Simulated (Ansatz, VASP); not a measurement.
GaN in VASP and in Ansatz

File POSCAR:

```
GaN
1.0
    3.1800000000      0.0000000000      0.0000000000
   -1.5900000000      2.7539607840      0.0000000000
    0.0000000000      0.0000000000      5.1660000000
Ga N
2 2
Direct
    0.3333333333      0.6666666667      0.0000000000
    0.6666666667      0.3333333333      0.5000000000
    0.3333333333      0.6666666667      0.3750000000
    0.6666666667      0.3333333333      0.8750000000
```

Contents of INCAR.step1:

```
PREC = Accurate
ENCUT = 600
ISMEAR = -1
SIGMA = 0.1
LREAL = F
LASPH = T
NELM = 100
GGA = PE
ALGO = Normal
EDIFF = 1E-4
LWAVE = T
LCHARG = F
```

File INCAR.step2:

```
PREC = Accurate
ENCUT = 600
EDIFF = 1E-7
ISMEAR = -1
SIGMA = 0.1
LREAL = F
LASPH = T
NELM = 100
ALGO = Normal
ISIF = 3
LWAVE = F
LCHARG = F
METAGGA = R2SCAN
LMIXTAU = T
IBRION = 2
NSW = 100
EDIFFG = -0.002
ISTART = 1
```

Contents of KPOINTS:

```
regular mesh
0
Gamma
  10 10 6
```

Input for Ansatz:

```yaml
crystal:
  lattice:
    - [3.17999999999, 0.0, 0.0]
    - [-1.58999999999, 2.75396078402, 0.0]
    - [0.0, 0.0, 5.166]
  atoms:
    - { symbol: Ga, position: [0.333333333333, 0.666666666667, 0.0] }
    - { symbol: Ga, position: [0.666666666667, 0.333333333333, 0.5] }
    - { symbol: "N", position: [0.333333333333, 0.666666666667, 0.375] }
    - { symbol: "N", position: [0.666666666667, 0.333333333333, 0.875] }
kpoints:
  mp_grid: { grid: [10, 10, 6] }
scf:
  occupations: { method: fermi_dirac, width: 0.1 }
hamiltonian:
  xc: r2scan
  pseudopotentials: { kind: paw }
relax:
  f_tol: 0.002
  max_steps: 80
  cell: {}
output:
  forces: true
  stress: true
  write_density: true
  write_potential: true
  elf: true
  volumetric_format: npy
```

Alike in both runs: task relaxation of cell and atoms; functional r2SCAN; k mesh 10 × 10 × 6; occupations fermi-dirac, width 0.1 eV; no spin polarisation.

|  | VASP | Ansatz |
| --- | --- | --- |
| version | VASP 6.6.1 | Ansatz 0.2.0 |
| potentials or method | VASP PAW PBE potentials, release 64 (Ga_d, N) | PAW with Ansatz's default frozen-core files, scalar-relativistic |
| plane-wave cutoff (eV) | 600 | 500 |
| valence electrons in the cell | 36 | 36 |

|  | VASP | Ansatz | Ansatz less VASP |
| --- | --- | --- | --- |
| relaxed volume (Å³/atom) | 11.44 | 11.37 | -0.065 |
| relaxed length of the cell vector where the two differ most in proportion (Å) | 5.195 | 5.184 | -0.0110 |

VASP's potentials were made for PBE, not for r2SCAN.
